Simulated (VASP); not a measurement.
# BN (Qingsongite) (F-43m) in VASP: settings compared

The runs below take BN (Qingsongite) through relaxation of cell and atoms, with RPBE, PBE, PBEsol.

Everything below comes from runs of VASP 6.6.1. Logs are shortened: lines on timing, memory, paths and dates and some standing lists are left out, and cuts for length are marked.

## 1. The cell of the first run

It takes space group F-43m (No. 216, cubic). The conventional cell has a = 3.615 Å, b = 3.615 Å, c = 3.615 Å, α = 90.00°, β = 90.00°, γ = 90.00°. B (site symmetry -43m) has 4 N at 1.57 Å within 2.1 Å. N (site symmetry -43m) has 4 B at 1.57 Å within 2.1 Å.

## 2. Relaxation of cell and atoms, RPBE

File INCAR:

```
SYSTEM = BN
PREC = Accurate
ENCUT = 600
EDIFF = 1E-7
ISMEAR = 0
SIGMA = 0.01
LREAL = .FALSE.
LASPH = .TRUE.
NELM = 100
ALGO = Normal
ISIF = 3
LWAVE = .FALSE.
LCHARG = .FALSE.
GGA = RP
IBRION = 2
NSW = 100
EDIFFG = -0.05
```

File KPOINTS:

```
regular mesh
0
G
  10 10 10
  0 0 0
```

File POSCAR:

```
BN
1.0
    0.0000000000      1.8075000000      1.8075000000
    1.8075000000      0.0000000000      1.8075000000
    1.8075000000      1.8075000000      0.0000000000
B N
1 1
Direct
    0.0000000000      0.0000000000      0.0000000000
    0.2500000000      0.2500000000      0.2500000000
```

Potentials or basis: VASP PAW PBE potentials, release 64 (B, N).

Launch:

```bash
$ cat potpaw_PBE.64/B/POTCAR potpaw_PBE.64/N/POTCAR > POTCAR
$ mpirun -np 1 vasp_std > vasp.out
```

OUTCAR:

```text
SYSTEM = BN
   PREC = Accurate
   ENCUT = 600
   EDIFF = 1E-7
   ISMEAR = 0
   LREAL = .FALSE.
   LASPH = .TRUE.
   NELM = 100
   ISIF = 3
   GGA = RP
   IBRION = 2
   NSW = 100
   EDIFFG = -0.05

 ion  position               nearest neighbor table
   1  0.000  0.000  0.000-   2 1.57   2 1.57   2 1.57   2 1.57
   2  0.250  0.250  0.250-   1 1.57   1 1.57   1 1.57   1 1.57

  LATTYP: Found a face centered cubic cell.
 ALAT       =     3.6150000000

  Lattice vectors:

 A1 = (   0.0000000000,   1.8075000000,   1.8075000000)
 A2 = (   1.8075000000,   0.0000000000,   1.8075000000)
 A3 = (   1.8075000000,   1.8075000000,   0.0000000000)

Analysis of symmetry for initial positions (statically):
=====================================================================
 Subroutine PRICEL returns:
 Original cell was already a primitive cell.

 Routine SETGRP: Setting up the symmetry group for a
 face centered cubic supercell.

 Subroutine GETGRP returns: Found 24 space group operations
 (whereof 24 operations were pure point group operations)
 out of a pool of 48 trial point group operations.

The static configuration has the point symmetry T_d .

Analysis of symmetry for dynamics (positions and initial velocities):
=====================================================================
 Subroutine PRICEL returns:
 Original cell was already a primitive cell.

 Routine SETGRP: Setting up the symmetry group for a
 face centered cubic supercell.

 Subroutine GETGRP returns: Found 24 space group operations
 (whereof 24 operations were pure point group operations)
 out of a pool of 48 trial point group operations.

The dynamic configuration has the point symmetry T_d .

 Subroutine INISYM returns: Found 24 space group operations
 (whereof 24 operations are pure point group operations),
 and found     1 'primitive' translations

----------------------------------------------------------------------------------------

                                     Primitive cell

  volume of cell :      11.8104

  direct lattice vectors                    reciprocal lattice vectors
     0.000000000  1.807500000  1.807500000    -0.276625173  0.276625173  0.276625173
     1.807500000  0.000000000  1.807500000     0.276625173 -0.276625173  0.276625173
     1.807500000  1.807500000  0.000000000     0.276625173  0.276625173 -0.276625173

  length of vectors
     2.556191014  2.556191014  2.556191014     0.479128854  0.479128854  0.479128854

  position of ions in fractional coordinates (direct lattice)
     0.000000000  0.000000000  0.000000000
     0.250000000  0.250000000  0.250000000

  ion indices of the primitive-cell ions
   primitive index   ion index
                 1           1
                 2           2

----------------------------------------------------------------------------------------

 KPOINTS: regular mesh

Automatic generation of k-mesh.
 Grid dimensions read from file:
 generate k-points for:   10   10   10

 Generating k-lattice:

  Cartesian coordinates                     Fractional coordinates (reciprocal lattice)
    -0.027662517  0.027662517  0.027662517     0.100000000  0.000000000  0.000000000
     0.027662517 -0.027662517  0.027662517     0.000000000  0.100000000  0.000000000
     0.027662517  0.027662517 -0.027662517     0.000000000  0.000000000  0.100000000

  Length of vectors
     0.047912885  0.047912885  0.047912885

  Shift w.r.t. Gamma in fractional coordinates (k-lattice)
     0.000000000  0.000000000  0.000000000

 Subroutine IBZKPT returns following result:
 ===========================================

 Found     47 irreducible k-points:

 Following reciprocal coordinates:
            Coordinates               Weight
  0.000000  0.000000  0.000000      1.000000
  0.100000  0.000000  0.000000      8.000000
  0.200000  0.000000  0.000000      8.000000
  0.300000  0.000000  0.000000      8.000000
  0.400000  0.000000  0.000000      8.000000
  0.500000  0.000000  0.000000      4.000000
[... 16 lines left out ...]
  0.300000  0.300000  0.000000      6.000000
  0.400000  0.300000  0.000000     24.000000
 [... further k-points ...]
   k-points           NKPTS =     47   k-points in BZ     NKDIM =     47   number of bands    NBANDS=      8
   number of dos      NEDOS =    301   number of ions     NIONS =      2
   total plane-waves  NPLWV =   8000
   dimension x,y,z NGX =    20 NGY =   20 NGZ =   20
   dimension x,y,z NGXF=    40 NGYF=   40 NGZF=   40
   ions per type =               1   1
   NGX,Y,Z   is equivalent  to a cutoff of  13.01, 13.01, 13.01 a.u.
   NGXF,Y,Z  is equivalent  to a cutoff of  26.01, 26.01, 26.01 a.u.
 SYSTEM =  BN
   PREC   = accura    normal or accurate (medium, high low for compatibility)
   ISTART =      0    job   : 0-new  1-cont  2-samecut
   ICHARG =      2    charge: 1-file 2-atom 10-const
   ISPIN  =      1    spin polarized calculation?
   LNONCOLLINEAR =      F non collinear calculations
   LSORBIT =      F    spin-orbit coupling
   LASPH  =      T    aspherical Exc in radial PAW
   ENCUT  =  600.0 eV  44.10 Ry    6.64 a.u.   5.11  5.11  5.11*2*pi/ulx,y,z
   NELM   =    100;   NELMIN=  2; NELMDL= -5     # of ELM steps
   EDIFF  = 0.1E-06   stopping-criterion for ELM
   LREAL  =      F    real-space projection
   EDIFFG = -.5E-01   stopping-criterion for IOM
   NSW    =    100    number of steps for IOM
   IBRION =      2    ionic relax: 0-MD 1-quasi-New 2-CG
   NFREE  =      1    steps in history (QN), initial steepest desc. (CG)
   ISIF   =      3    stress and relaxation
   ISYM   =      2    0-nonsym 1-usesym 2-fastsym
   POTIM  = 0.5000    time-step for ionic-motion
   TEBEG  =    0.0;   TEEND  =   0.0 temperature during run
   PSTRESS=    0.0 pullay stress
   NELECT =       8.0000    total number of electrons
   NUPDOWN=      -1.0000    fix difference up-down
   EMIN   =  10.00;   EMAX   =-10.00  energy-range for DOS
   EFERMI =   0.00;   METHOD = LEGACY
   ISMEAR =     0;   SIGMA  =   0.01  broadening in eV -4-tet -1-fermi 0-gaus
   EFERMI_NEDOS =   21; number of points for ismear=-14 and -15
   IALGO  =     38    algorithm
   IMIX   =      4    mixing-type and parameters
     AMIX     =   0.40;   BMIX     =  1.00
     AMIX_MAG =   1.60;   BMIX_MAG =  1.00
  volume/ion in A,a.u.               =       5.91        39.85
  Fermi-wavevector in a.u.,A,eV,Ry     =   1.437749  2.716952 28.124920  2.067123
  Thomas-Fermi vector in A             =   2.556793
   LORBIT       =      0    0 simple, 1 ext, 2 COOP (PROOUT), +10 PAW based schemes
   GGA     = RP    functional components
   LHFCALC =     F    Hartree Fock is set to
   AEXX    =    0.0000 exact exchange contribution
   IVDW    =     0    specifies the selected vdW correction
   LEPSILON=     F    determine dielectric tensor
   LRPA    =     F    only Hartree local field effects (RPA)
 conjugate gradient relaxation of ions
 non-spin polarized calculation
 Gauss-broadening in eV      SIGMA  =   0.01
  energy-cutoff  :      600.00
  volume of cell :       11.81
 maximum number of plane-waves:       411
   NGX = 11   NGY = 11   NGZ = 11

--------------------------------------- Ionic step        1  -------------------------------------------

 number of electron       7.9999999 magnetization

 Free energy of the ion-electron system (eV)
  ---------------------------------------------------
  ext. energy  EPLUGINS =         0.00000000
  ---------------------------------------------------
  free energy    TOTEN  =       -16.62163432 eV

  energy without entropy =      -16.62163432  energy(sigma->0) =      -16.62163432

------------------------ aborting loop because EDIFF is reached ----------------------------------------

  FORCE on cell =-STRESS in cart. coord.  units (eV):
  Direction    XX          YY          ZZ          XY          YZ          ZX
  --------------------------------------------------------------------------------------
  -------------------------------------------------------------------------------------
  Total        0.6604188      0.6604188      0.6604188      0.0000000     -0.0000000     -0.0000000
  in kB       89.5911418     89.5911418     89.5911418      0.0000000     -0.0000000     -0.0000000
  external PRESSURE =      89.5911418 kB  Pullay stress =       0.0000000 kB
[... 57 lines left out ...]
  energy  without entropy=      -16.6219659932  energy(sigma->0) =      -16.62196599

--------------------------------------- Ionic step        3  -------------------------------------------

 number of electron       8.0000000 magnetization

 Free energy of the ion-electron system (eV)
  ---------------------------------------------------
  ext. energy  EPLUGINS =         0.00000000
  ---------------------------------------------------
  free energy    TOTEN  =       -16.62943517 eV

  energy without entropy =      -16.62943517  energy(sigma->0) =      -16.62943517

 E-fermi :   7.2991     XC(G=0): -12.6085

 val. band max:        7.2261000356   @ k =   0.0000   0.0000   0.0000
 cond. band min:      11.6915760689   @ k =   0.5000   0.5000   0.0000
 fundamental gap:      4.4654760332
 Fermi energy:         7.2991100517

 k-point     1 :       0.0000    0.0000    0.0000
  band No.  band energies     occupation
      1     -12.8028      2.00000
      2       7.2261      2.00000
      3       7.2261      2.00000
      4       7.2261      2.00000
      5      15.9874      0.00000
      6      15.9874      0.00000
      7      15.9874      0.00000
      8      17.1850      0.00000
[... 243 lines left out ...]
 k-point    24 :       0.4000    0.3000    0.0000
  band No.  band energies     occupation
      1      -9.1213      2.00000
      2       0.5128      2.00000
      3       2.8167      2.00000
      4       3.2531      2.00000
      5      13.2931      0.00000
      6      17.7325      0.00000
      7      22.4791      0.00000
      8      22.6032      0.00000

 [... further k-points ...]

------------------------ aborting loop because EDIFF is reached ----------------------------------------

  FORCE on cell =-STRESS in cart. coord.  units (eV):
  Direction    XX          YY          ZZ          XY          YZ          ZX
  --------------------------------------------------------------------------------------
  -------------------------------------------------------------------------------------
  Total       -0.0015890     -0.0015890     -0.0015890      0.0000000     -0.0000000      0.0000000
  in kB       -0.2104766     -0.2104766     -0.2104766      0.0000000     -0.0000000      0.0000000
  external PRESSURE =      -0.2104766 kB  Pullay stress =       0.0000000 kB
[... 17 lines left out ...]
  FREE ENERGIE OF THE ION-ELECTRON SYSTEM (eV)
  ---------------------------------------------------
  free  energy   TOTEN  =       -16.6294351676 eV

  energy  without entropy=      -16.6294351676  energy(sigma->0) =      -16.62943517

 reached required accuracy - stopping structural energy minimisation
```

Run time: 8.9 s. Hardware: 1 thread of Intel Xeon Platinum 8488C (Sapphire Rapids), shared host; peak memory 0.12 GiB.

Results:

```
Free energy                            : -16.6294 eV
Relaxed volume                         : 6.05 Å³/atom
Relaxed cell                           : a = 2.577 Å, b = 2.577 Å, c = 2.577 Å, α = 60.00°, β = 60.00°, γ = 60.00°
Space group after relaxing (to 0.05 Å) : F-43m (No. 216)
Energy gained by relaxing              : 3.9 meV/atom
Ionic steps                            : 3
Pressure after relaxing                : 0.0 GPa
Band gap on the k mesh                 : 4.47 eV, indirect (least direct gap 8.76 eV)
```

Step by step:
```tsv
step	energy change (eV)	largest force (eV/Å)	pressure (GPa)	volume (Å³)
1	0.0000	0.0000	8.96	11.81
2	-0.0003	0.0000	-8.12	12.38
3	-0.0078	0.0000	-0.02	12.10
```

Final structure:
```
B N
1.0
     0.00000    1.82195    1.82195
     1.82195    0.00000    1.82195
     1.82195    1.82195    0.00000
B N
1 1
Direct
  0.00000 0.00000 0.00000
  0.25000 0.25000 0.25000
```

Levels at points of the mesh, in eV from the valence-band top:
| k point | band 1 | band 2 | band 3 | band 4 | band 5 | band 6 | band 7 | band 8 |
| --- | --- | --- | --- | --- | --- | --- | --- | --- |
| (0.00, 0.00, 0.00) | -20.03 | 0.00 | 0.00 | 0.00 | 8.76 | 8.76 | 8.76 | 9.96 |
| (0.50, 0.00, 0.00) | -15.94 | -10.48 | -1.89 | -1.89 | 9.83 | 10.62 | 10.62 | 15.11 |
| (0.50, 0.50, 0.00) | -14.61 | -8.79 | -4.79 | -4.79 | 4.47 | 9.12 | 17.67 | 17.67 |

Caveat: the PAW data sets were made with another functional, which shifts forces and pressure a little. A k mesh can miss the band edges.

(Part 1 of 2 ends here.)
